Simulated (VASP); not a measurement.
# GaN (F-43m) in VASP: notebook, part 2 of 2

VASP 6.6.1. Earlier steps stand in the parts before.

## Step 5: Single point, LDA

This run uses another cell than the first one, of 10.61 Å³/atom, 0.960 times its volume.

Input file INCAR:

```
PREC     = Accurate       # precision mode
ENCUT    = 520            # plane-wave cutoff, eV
EDIFF    = 1E-6           # SCF threshold, eV
ISMEAR   = 0              # smearing method
SIGMA    = 0.01           # smearing width, eV
LREAL    = False          # projectors in reciprocal space
LASPH    = True           # aspherical terms in the spheres
NELM     = 60             # most SCF steps
ALGO     = Normal         # electronic algorithm
ISIF     = 2              # what is computed and relaxed
LWAVE    = False          # write WAVECAR
LCHARG   = True           # write CHGCAR
LELF     = True           # ELF
LVHAR    = True         
NBANDS   = 16             # bands
```

Input file KPOINTS:

```
Automatic mesh
0
Gamma
  10 10 10
```

Input file POSCAR:

```
GaN
1.0
    0.0000000000      2.1976864937      2.1976864937
    2.1976864937      0.0000000000      2.1976864937
    2.1976864937      2.1976864937      0.0000000000
Ga N
1 1
Direct
    0.0000000000      0.0000000000      0.0000000000
    0.7500000000      0.7500000000      0.7500000000
```

Potentials or basis: VASP PAW LDA potentials, release 64 (Ga_d, N).

Started as:

```console
cat potpaw_LDA.64/Ga_d/POTCAR potpaw_LDA.64/N/POTCAR > POTCAR
mpirun -np 1 vasp_std > vasp.out
```

OUTCAR:

```text
PREC = Accurate
   ENCUT = 520
   EDIFF = 1E-6
   ISMEAR = 0
   LREAL = False
   LASPH = True
   NELM = 60
   ISIF = 2

 ion  position               nearest neighbor table
   1  0.000  0.000  0.000-   2 1.90   2 1.90   2 1.90   2 1.90
   2  0.750  0.750  0.750-   1 1.90   1 1.90   1 1.90   1 1.90

  LATTYP: Found a face centered cubic cell.
 ALAT       =     4.3953729874

  Lattice vectors:

 A1 = (   0.0000000000,   2.1976864937,   2.1976864937)
 A2 = (   2.1976864937,   0.0000000000,   2.1976864937)
 A3 = (   2.1976864937,   2.1976864937,   0.0000000000)

Analysis of symmetry for initial positions (statically):
=====================================================================
 Subroutine PRICEL returns:
 Original cell was already a primitive cell.

 Routine SETGRP: Setting up the symmetry group for a
 face centered cubic supercell.

 Subroutine GETGRP returns: Found 24 space group operations
 (whereof 24 operations were pure point group operations)
 out of a pool of 48 trial point group operations.

The static configuration has the point symmetry T_d .

Analysis of symmetry for dynamics (positions and initial velocities):
=====================================================================
 Subroutine PRICEL returns:
[... 153 lines left out ...]
  free energy    TOTEN  =       -13.91276354 eV

  energy without entropy =      -13.91276354  energy(sigma->0) =      -13.91276354

 E-fermi :   6.0221     XC(G=0): -12.5253

 val. band max:        5.8970302244   @ k =   0.0000   0.0000   0.0000
 cond. band min:       8.1332964956   @ k =   0.0000   0.0000   0.0000
 fundamental gap:      2.2362662712
 Fermi energy:         6.0221299147

 k-point     1 :       0.0000    0.0000    0.0000
  band No.  band energies     occupation
      1     -10.5868      2.00000
      2      -7.7522      2.00000
      3      -7.7522      2.00000
      4      -7.7522      2.00000
      5      -7.3508      2.00000
      6      -7.3508      2.00000
[... 433 lines left out ...]
      3      -7.4746      2.00000
      4      -7.4724      2.00000
      5      -7.2760      2.00000
      6      -6.4162      2.00000
[... 8 lines left out ...]
     15      29.0490      0.00000
     16      29.3087      0.00000

 [... further k-points ...]
[... 5 lines left out ...]
  --------------------------------------------------------------------------------------
  -------------------------------------------------------------------------------------
  Total        1.3642139      1.3642139      1.3642139     -0.0000000     -0.0000000     -0.0000000
  in kB      102.9593635    102.9593635    102.9593635     -0.0000000     -0.0000000     -0.0000000
  external PRESSURE =     102.9593635 kB  Pullay stress =       0.0000000 kB

 VOLUME and BASIS-vectors are now :
 -----------------------------------------------------------------------------
  energy-cutoff  :      520.00
  volume of cell :       21.23
      direct lattice vectors                 reciprocal lattice vectors
     0.000000000  2.197686494  2.197686494    -0.227511977  0.227511977  0.227511977
     2.197686494  0.000000000  2.197686494     0.227511977 -0.227511977  0.227511977
     2.197686494  2.197686494  0.000000000     0.227511977  0.227511977 -0.227511977

 POSITION                                       TOTAL-FORCE (eV/Angst)
 -----------------------------------------------------------------------------------
      0.00000      0.00000      0.00000         0.000000      0.000000      0.000000
      3.29653      3.29653      3.29653        -0.000000     -0.000000     -0.000000
 -----------------------------------------------------------------------------------
    total drift:                               -0.000002     -0.000002     -0.000002

  FREE ENERGIE OF THE ION-ELECTRON SYSTEM (eV)
  ---------------------------------------------------
  free  energy   TOTEN  =       -13.9127635436 eV

  energy  without entropy=      -13.9127635436  energy(sigma->0) =      -13.91276354
```

OSZICAR:

```text
N       E                     dE             d eps       ncg     rms          rms(c)
DAV:   1     0.763777177073E+02    0.76378E+02   -0.93803E+03  1712   0.207E+03
DAV:   2    -0.109939733852E+02   -0.87372E+02   -0.82160E+02  1752   0.318E+02
DAV:   3    -0.160273107177E+02   -0.50333E+01   -0.50180E+01  1640   0.658E+01
DAV:   4    -0.160783445425E+02   -0.51034E-01   -0.51029E-01  2008   0.691E+00
DAV:   5    -0.160789304172E+02   -0.58587E-03   -0.58587E-03  1648   0.697E-01    0.779E+00
DAV:   6    -0.139683568584E+02    0.21106E+01   -0.49159E+00  2248   0.427E+01    0.269E+00
DAV:   7    -0.139413166222E+02    0.27040E-01   -0.27049E-01  1672   0.582E+00    0.171E+00
DAV:   8    -0.139156352322E+02    0.25681E-01   -0.59286E-02  1840   0.278E+00    0.638E-01
DAV:   9    -0.139128621350E+02    0.27731E-02   -0.11634E-02  2120   0.248E+00    0.168E-01
DAV:  10    -0.139128194219E+02    0.42713E-04   -0.15661E-03  1856   0.588E-01    0.586E-02
DAV:  11    -0.139127619773E+02    0.57445E-04   -0.18648E-04  2256   0.219E-01    0.600E-03
DAV:  12    -0.139127635805E+02   -0.16032E-05   -0.16049E-05  1736   0.355E-02    0.787E-03
DAV:  13    -0.139127635436E+02    0.36889E-07   -0.19187E-07  1056   0.107E-02
   1 F= -.13912764E+02 E0= -.13912764E+02  d E =-.182549E-72
```

It took 9.9 s on 1 thread of Intel Xeon Platinum 8259CL at 2.50GHz (Skylake/Cascade Lake), shared host; peak memory 0.13 GiB.

Results:

| Item | Value |
| --- | --- |
| Free energy | -13.9128 eV |
| Pressure | 10.3 GPa |
| Band gap on the k mesh | 2.24 eV, direct |

A hybrid or GW would open this gap; LDA tends to underestimate it.

## Step 6: Relaxation of cell and atoms, LDA, target pressure 9 GPa, at which the enthalpy is minimised

Input file INCAR:

```
PREC = Accurate
ENCUT = 600
EDIFF = 1E-7
ISMEAR = 0
SIGMA = 0.01
LREAL = F
LASPH = T
NELM = 80
ALGO = Normal
ISIF = 3
LWAVE = F
LCHARG = F
GGA = CA
IBRION = 2
NSW = 80
EDIFFG = -0.001
PSTRESS = 90.0
```

KPOINTS is that of step 5.

Input file POSCAR:

```
GaN
1.0
    0.0000000000      2.2277008293      2.2277008293
    2.2277008293      0.0000000000      2.2277008293
    2.2277008293      2.2277008293      0.0000000000
Ga N
1 1
Direct
    0.0000000000      0.0000000000      0.0000000000
    0.7500000000      0.7500000000      0.7500000000
```

Potentials or basis: VASP PAW LDA potentials, release 64 (Ga_d, N).

Started as:

```console
cat potpaw_LDA.64/Ga_d/POTCAR potpaw_LDA.64/N/POTCAR > POTCAR
mpirun -np 1 vasp_std > vasp.out
```

It took 61 s on 1 thread of Intel Xeon Platinum 8259CL at 2.50GHz (Skylake/Cascade Lake), shared host; peak memory 0.16 GiB.

Results (log left out):

| Property | Result |
| --- | --- |
| Free energy | -13.9204 eV |
| Relaxed volume | 10.67 Å³/atom |
| Relaxed cell | a = 3.113 Å, b = 3.113 Å, c = 3.113 Å, α = 60.00°, β = 60.00°, γ = 60.00° |
| Space group after relaxing (to 0.05 Å) | F-43m (No. 216) |
| Energy change on relaxing (the enthalpy is what falls) | +11.9 meV/atom |
| Ionic steps | 6 |
| Pressure after relaxing | 9.0 GPa |
| Band gap on the k mesh | 2.21 eV, direct |

Step by step:
```tsv
step	energy change (eV)	largest force (eV/Å)	pressure (GPa)	volume (Å³)
1	0.0000	0.0000	0.99	22.11
2	0.1100	0.0000	20.91	20.39
3	0.0234	0.0000	8.93	21.34
4	0.0243	0.0000	9.12	21.32
5	0.0230	0.0000	8.81	21.34
6	0.0237	0.0000	9.01	21.33
```

Final structure:
```xyz
2
Lattice="0.0000 2.2012 2.2012 2.2012 0.0000 2.2012 2.2012 2.2012 0.0000" Properties=species:S:1:pos:R:3 pbc="T T T"
Ga    0.0000    0.0000    0.0000
N     3.3018    3.3018    3.3018
```

Levels at points of the mesh, in eV from the valence-band top:
```csv
k point,band 5,band 6,band 7,band 8,band 9,band 10,band 11,band 12,band 13
"(0.00, 0.00, 0.00)",-13.25,-13.25,0.00,0.00,0.00,2.21,10.55,10.55,10.55
"(0.50, 0.00, 0.00)",-13.19,-11.87,-7.60,-1.07,-1.07,5.03,8.94,10.57,10.57
"(0.50, 0.50, 0.00)",-13.15,-11.41,-6.50,-2.99,-2.99,3.27,6.89,12.02,14.51
```

Caveat: the cell is relaxed towards a set pressure, so the enthalpy falls and the energy may rise.

## Step 7: The runs side by side

```tsv
task	cell	cutoff (eV)	gap on the mesh (eV)	pressure (GPa)
relaxation of cell and atoms	relaxed to 25 GPa from a = 3.150 Å, angles 60.0°, 2 atoms	600	2.59	25.0
single point	a = 3.002 Å, angles 60.0°, 2 atoms	520	2.90	41.7
relaxation of cell and atoms	relaxed to 40 GPa from a = 3.150 Å, angles 60.0°, 2 atoms	600	2.87	40.0
single point	a = 3.108 Å, angles 60.0°, 2 atoms	520	2.24	10.3
relaxation of cell and atoms	relaxed to 9 GPa from a = 3.150 Å, angles 60.0°, 2 atoms	600	2.21	9.0
```

Alike in all rows: level LDA; potentials or basis VASP PAW LDA potentials, release 64 (Ga_d, N); no spin polarisation; k mesh 10 × 10 × 10; smearing gaussian 0.01 eV.

Caveats: the cell is relaxed towards a set pressure, so the enthalpy falls and the energy may rise (some runs).

Absolute energies hang on the potentials; compare differences alone.
